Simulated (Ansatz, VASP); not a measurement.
**H: VASP beside Ansatz**

```xyz
4
Lattice="1.6279 -2.6616 0.0000 1.6279 2.6616 0.0000 0.0000 0.0000 6.2580" Properties=species:S:1:pos:R:3 pbc="T T T"
H     1.6279   -0.4982    6.1773
H     1.6279    0.2505    0.0808
H     1.6279    0.4982    3.0483
H     1.6279   -0.2505    3.2098
```

Alike in both runs: task single point; functional PBE; k mesh 8 × 8 × 4; occupations gaussian, width 0.02 eV; no spin polarisation.

|  | VASP | Ansatz |
| --- | --- | --- |
| version | VASP 6.6.1 | Ansatz 0.2.0 |
| potentials or method | VASP PAW PBE potentials, release 64 (H), cutoff 500 eV | scalar-relativistic, plane waves, PAW |
| valence electrons in the cell | 4 | 4 |

Ansatz gave:

| Property | Result |
| --- | --- |
| gap on the k mesh at the Fermi level (eV) | 8.04 |
| least direct gap on the mesh (eV) | 8.04 |
| pressure (GPa) | -0.5 |
| traceless stress, the component that is largest in VASP (GPa) | -1.51 |
| rms of the force components (eV/Å) | 0.307 |

**Question.** Estimate VASP's values.

**Answer.** gap on the k mesh at the Fermi level (eV): 8.04; least direct gap on the mesh (eV): 8.04; pressure (GPa): -0.7; traceless stress, the component that is largest in VASP (GPa): -1.55; rms of the force components (eV/Å): 0.309.

Atom by atom the forces differ by 0.003 eV/Å (rms over components).
